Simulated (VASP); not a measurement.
# WF3 (R-3m) in VASP: further runs

WF3 is run at these levels: PBE; tasks: single point, relaxation of cell and atoms.

Everything below comes from runs of VASP 6.6.1. Logs are shortened: lines on timing, memory, paths and dates and some standing lists are left out, and cuts for length are marked.

### 1 The cell of the first run

The structure is trigonal, space group R-3m (No. 166). Conventional cell: a = 5.141 Å, b = 5.141 Å, c = 6.705 Å, α = 90.00°, β = 90.00°, γ = 120.00°. W (site symmetry -3m) has 6 F at 1.86 Å within 2.5 Å. F (site symmetry 2/m) has 2 W at 1.86 Å and 8 F at 2.57 to 2.68 Å within 2.7 Å.

The cell was generated, and may not be a known phase.

### 2 Single point, PBE, collinear spin

Input file INCAR:

```
PREC     = Accurate       # precision mode
ENCUT    = 520            # plane-wave cutoff, eV
EDIFF    = 1E-7           # SCF threshold, eV
ISMEAR   = 0              # smearing method
SIGMA    = 0.1            # smearing width, eV
LREAL    = False          # projectors in reciprocal space
LASPH    = True           # aspherical terms in the spheres
NELM     = 150            # most SCF steps
ALGO     = Normal         # electronic algorithm
ISIF     = 2              # what is computed and relaxed
LWAVE    = False          # write WAVECAR
LCHARG   = False          # write CHGCAR
ISPIN    = 2              # spin polarisation
MAGMOM   = 0.35 0.04 0.04 0.04 # initial moments
LORBIT   = 11             # projections on sites
LMAXMIX  = 4              # l up to which the mixer works
GGA      = PE             # functional
NBANDS   = 30             # bands
```

Input file KPOINTS:

```
Automatic mesh
0
Gamma
  6 6 6
```

Input file POSCAR:

```
WF3
1.0
    2.5705614700      1.4841143600      2.2348904500
   -2.5705614700      1.4841143600      2.2348904500
    0.0000000000     -2.9682287200      2.2348904500
W F
1 3
Direct
    0.0000000000      0.0000000000      0.0000000000
    0.0000000000      0.0000000000      0.5000000000
    0.5000000000      0.0000000000      0.0000000000
    0.0000000000      0.5000000000      0.0000000000
```

Potentials or basis: VASP PAW PBE potentials, release 64 (W_sv, F).

The run is started by

```sh
cat potpaw_PBE.64/W_sv/POTCAR potpaw_PBE.64/F/POTCAR > POTCAR
mpirun -np 1 vasp_std > vasp.out
```

OUTCAR:

```text
PREC = Accurate
   ENCUT = 520
   EDIFF = 1E-7
   ISMEAR = 0
   LREAL = False
   LASPH = True
   NELM = 150
   ISIF = 2
   ISPIN = 2
   LORBIT = 11
   GGA = PE

 ion  position               nearest neighbor table
   1  0.000  0.000  0.000-   3 1.86   4 1.86   4 1.86   3 1.86   2 1.86   2 1.86
   2  0.000  0.000  0.500-   1 1.86   1 1.86
   3  0.500  0.000  0.000-   1 1.86   1 1.86
   4  0.000  0.500  0.000-   1 1.86   1 1.86

  LATTYP: Found a trigonal (rhomboedric) cell.
 ALAT       =     3.7155237932
 COS(alpha) =     0.0427047778

  Lattice vectors:

 A1 = (   2.5705614700,   1.4841143600,   2.2348904500)
 A2 = (  -2.5705614700,   1.4841143600,   2.2348904500)
 A3 = (   0.0000000000,  -2.9682287200,   2.2348904500)

Analysis of symmetry for initial positions (statically):
=====================================================================
 Subroutine PRICEL returns:
 Original cell was already a primitive cell.

 Routine SETGRP: Setting up the symmetry group for a
 trigonal (rhombohedral) supercell.

 Subroutine GETGRP returns: Found 12 space group operations
 (whereof 12 operations were pure point group operations)
 out of a pool of 12 trial point group operations.

The static configuration has the point symmetry D_3d.

Analysis of symmetry for dynamics (positions and initial velocities):
=====================================================================
 Subroutine PRICEL returns:
 Original cell was already a primitive cell.

 Routine SETGRP: Setting up the symmetry group for a
 trigonal (rhombohedral) supercell.

 Subroutine GETGRP returns: Found 12 space group operations
 (whereof 12 operations were pure point group operations)
 out of a pool of 12 trial point group operations.

The dynamic configuration has the point symmetry D_3d.

Analysis of structural, dynamic, and magnetic symmetry:
=====================================================================
 Subroutine PRICEL returns:
 Original cell was already a primitive cell.

 Routine SETGRP: Setting up the symmetry group for a
 trigonal (rhombohedral) supercell.

 Subroutine GETGRP returns: Found 12 space group operations
 (whereof 12 operations were pure point group operations)
 out of a pool of 12 trial point group operations.

The overall configuration has the point symmetry D_3d.

 Subroutine INISYM returns: Found 12 space group operations
 (whereof 12 operations are pure point group operations),
 and found     1 'primitive' translations

----------------------------------------------------------------------------------------

                                     Primitive cell

  volume of cell :      51.1567

  direct lattice vectors                    reciprocal lattice vectors
     2.570561470  1.484114360  2.234890450     0.194510034  0.112300420  0.149149742
    -2.570561470  1.484114360  2.234890450    -0.194510034  0.112300420  0.149149742
     0.000000000 -2.968228720  2.234890450     0.000000000 -0.224600841  0.149149742

  length of vectors
     3.715523789  3.715523789  3.715523793     0.269613025  0.269613025  0.269613025

  position of ions in fractional coordinates (direct lattice)
     0.000000000  0.000000000  0.000000000
     0.000000000  0.000000000  0.500000000
     0.500000000  0.000000000  0.000000000
     0.000000000  0.500000000  0.000000000

  ion indices of the primitive-cell ions
   primitive index   ion index
                 1           1
                 2           2
                 3           3
                 4           4

----------------------------------------------------------------------------------------

 KPOINTS: Automatic mesh

Automatic generation of k-mesh.
 Grid dimensions read from file:
 generate k-points for:    6    6    6

 Generating k-lattice:

  Cartesian coordinates                     Fractional coordinates (reciprocal lattice)
     0.032418339  0.018716737  0.024858290     0.166666667 -0.000000000 -0.000000000
    -0.032418339  0.018716737  0.024858290    -0.000000000  0.166666667 -0.000000000
     0.000000000 -0.037433473  0.024858290    -0.000000000 -0.000000000  0.166666667

  Length of vectors
     0.044935504  0.044935504  0.044935504

  Shift w.r.t. Gamma in fractional coordinates (k-lattice)
     0.000000000  0.000000000  0.000000000

 Subroutine IBZKPT returns following result:
 ===========================================

 Found     32 irreducible k-points:

 Following reciprocal coordinates:
            Coordinates               Weight
  0.000000  0.000000  0.000000      1.000000
  0.166667 -0.000000 -0.000000      6.000000
  0.333333 -0.000000 -0.000000      6.000000
  0.500000  0.000000 -0.000000      3.000000
  0.166667  0.166667 -0.000000      6.000000
  0.333333  0.166667 -0.000000     12.000000
[... 16 lines left out ...]
  0.500000  0.500000  0.166667      6.000000
 -0.333333  0.500000  0.166667     12.000000
 [... further k-points ...]
   k-points           NKPTS =     32   k-points in BZ     NKDIM =     32   number of bands    NBANDS=     30
   number of dos      NEDOS =    301   number of ions     NIONS =      4
   total plane-waves  NPLWV =  21952
   dimension x,y,z NGX =    28 NGY =   28 NGZ =   28
   dimension x,y,z NGXF=    56 NGYF=   56 NGZF=   56
   ions per type =               1   3
   NGX,Y,Z   is equivalent  to a cutoff of  12.53, 12.53, 12.53 a.u.
   NGXF,Y,Z  is equivalent  to a cutoff of  25.06, 25.06, 25.06 a.u.
 SYSTEM =  unknown system
   PREC   = accura    normal or accurate (medium, high low for compatibility)
   ISTART =      0    job   : 0-new  1-cont  2-samecut
   ICHARG =      2    charge: 1-file 2-atom 10-const
   ISPIN  =      2    spin polarized calculation?
   LNONCOLLINEAR =      F non collinear calculations
   LSORBIT =      F    spin-orbit coupling
   LASPH  =      T    aspherical Exc in radial PAW
   ENCUT  =  520.0 eV  38.22 Ry    6.18 a.u.   6.91  6.91  6.91*2*pi/ulx,y,z
   NELM   =    150;   NELMIN=  2; NELMDL= -5     # of ELM steps
   EDIFF  = 0.1E-06   stopping-criterion for ELM
   LREAL  =      F    real-space projection
   EDIFFG = 0.1E-05   stopping-criterion for IOM
   NSW    =      0    number of steps for IOM
   IBRION =     -1    ionic relax: 0-MD 1-quasi-New 2-CG
   NFREE  =      0    steps in history (QN), initial steepest desc. (CG)
   ISIF   =      2    stress and relaxation
   ISYM   =      2    0-nonsym 1-usesym 2-fastsym
   POTIM  = 0.5000    time-step for ionic-motion
   TEBEG  =    0.0;   TEEND  =   0.0 temperature during run
   PSTRESS=    0.0 pullay stress
   NELECT =      35.0000    total number of electrons
   NUPDOWN=      -1.0000    fix difference up-down
   EMIN   =  10.00;   EMAX   =-10.00  energy-range for DOS
   EFERMI =   0.00;   METHOD = LEGACY
   ISMEAR =     0;   SIGMA  =   0.10  broadening in eV -4-tet -1-fermi 0-gaus
   EFERMI_NEDOS =   21; number of points for ismear=-14 and -15
   IALGO  =     38    algorithm
   IMIX   =      4    mixing-type and parameters
     AMIX     =   0.40;   BMIX     =  1.00
     AMIX_MAG =   1.60;   BMIX_MAG =  1.00
  volume/ion in A,a.u.               =      12.79        86.31
  Fermi-wavevector in a.u.,A,eV,Ry     =   1.442547  2.726018 28.312923  2.080941
  Thomas-Fermi vector in A             =   2.561055
   LORBIT       =     11    0 simple, 1 ext, 2 COOP (PROOUT), +10 PAW based schemes
   GGA     = PE    functional components
   LHFCALC =     F    Hartree Fock is set to
   AEXX    =    0.0000 exact exchange contribution
   IVDW    =     0    specifies the selected vdW correction
   LEPSILON=     F    determine dielectric tensor
   LRPA    =     F    only Hartree local field effects (RPA)
 spin polarized calculation
 Gauss-broadening in eV      SIGMA  =   0.10
  energy-cutoff  :      520.00
  volume of cell :       51.16
 maximum number of plane-waves:      1403
   NGX = 13   NGY = 13   NGZ = 13

 number of electron      34.9999924 magnetization       0.8489185

 Free energy of the ion-electron system (eV)
  ---------------------------------------------------
  ext. energy  EPLUGINS =         0.00000000
  ---------------------------------------------------
  free energy    TOTEN  =       -22.59542156 eV

  energy without entropy =      -22.59199501  energy(sigma->0) =      -22.59370829

 E-fermi :   7.2177     XC(G=0):  -9.8172

 val. band max:        7.1894269524   @ k =   0.0000   0.0000   0.0000
 cond. band min:       7.3298249250   @ k =   0.5000   0.1667   0.1667
 fundamental gap:      0.1403979727
 Fermi energy:         7.2176653285

 spin component 1

 k-point     1 :       0.0000    0.0000    0.0000
  band No.  band energies     occupation
      1     -68.6694      1.00000
      2     -33.5322      1.00000
      3     -33.4078      1.00000
      4     -33.4078      1.00000
      5     -22.6102      1.00000
      6     -22.2133      1.00000
[... 757 lines left out ...]
     28      20.6051      0.00000
     29      21.1406      0.00000

 [... further k-points ...]

 spin component 2

 k-point     1 :       0.0000    0.0000    0.0000
  band No.  band energies     occupation
      1     -68.3511      1.00000
      2     -33.1313      1.00000
      3     -32.9818      1.00000
      4     -32.9818      1.00000
      5     -22.5328      1.00000
      6     -22.1405      1.00000
[... 757 lines left out ...]
     28      20.8052      0.00000
     29      21.3783      0.00000

 [... further k-points ...]

 [bands above 29 left out]

------------------------ aborting loop because EDIFF is reached ----------------------------------------

  FORCE on cell =-STRESS in cart. coord.  units (eV):
  Direction    XX          YY          ZZ          XY          YZ          ZX
  --------------------------------------------------------------------------------------
  -------------------------------------------------------------------------------------
  Total       19.3366785     19.3366786     22.4380012      0.0000000      0.0000000      0.0000000
  in kB      605.6052182    605.6052209    702.7355067      0.0000000      0.0000000      0.0000000
  external PRESSURE =     637.9819819 kB  Pullay stress =       0.0000000 kB

 VOLUME and BASIS-vectors are now :
 -----------------------------------------------------------------------------
  energy-cutoff  :      520.00
  volume of cell :       51.16
      direct lattice vectors                 reciprocal lattice vectors
     2.570561470  1.484114360  2.234890450     0.194510034  0.112300420  0.149149742
    -2.570561470  1.484114360  2.234890450    -0.194510034  0.112300420  0.149149742
     0.000000000 -2.968228720  2.234890450     0.000000000 -0.224600841  0.149149742

 POSITION                                       TOTAL-FORCE (eV/Angst)
 -----------------------------------------------------------------------------------
      0.00000      0.00000      0.00000         0.000000     -0.000000      0.000000
      0.00000     -1.48411      1.11745         0.000000     -0.000000     -0.000000
      1.28528      0.74206      1.11745         0.000000      0.000000      0.000000
     -1.28528      0.74206      1.11745        -0.000000     -0.000000     -0.000000
 -----------------------------------------------------------------------------------
    total drift:                               -0.000000      0.000000     -0.000000

  FREE ENERGIE OF THE ION-ELECTRON SYSTEM (eV)
  ---------------------------------------------------
  free  energy   TOTEN  =       -22.5954215636 eV

  energy  without entropy=      -22.5919950097  energy(sigma->0) =      -22.59370829

 total charge

# of ion       s       p       d       tot
------------------------------------------
    1        2.280   6.438   3.830  12.548
    2        1.741   4.463   0.000   6.205
    3        1.741   4.463   0.000   6.205
    4        1.741   4.463   0.000   6.205
--------------------------------------------------
tot          7.504  19.828   3.830  31.162

 magnetization (x)

# of ion       s       p       d       tot
------------------------------------------
    1        0.005   0.005   0.645   0.655
    2       -0.000   0.031   0.000   0.031
    3       -0.000   0.031   0.000   0.031
    4       -0.000   0.031   0.000   0.031
--------------------------------------------------
tot          0.004   0.098   0.645   0.748
```

Wall time 2.3 min (1 thread of AMD EPYC 7R13, shared host); peak memory 0.22 GiB.

What came out:

| Quantity | Value |
| --- | --- |
| Free energy | -22.5954 eV |
| Pressure | 63.8 GPa |
| Net moment | 0.85 μB per cell |
| Site moments | W +0.66; F +0.03 μB |
| Valence electrons inside the program's atomic spheres | W 12.55; F 6.21 |

Caveat: the stress differs along the axes, from 61 to 70 GPa; spin-orbit coupling is left out, which moves the levels of the heavy elements.

(Part 1 of 2 ends here.)
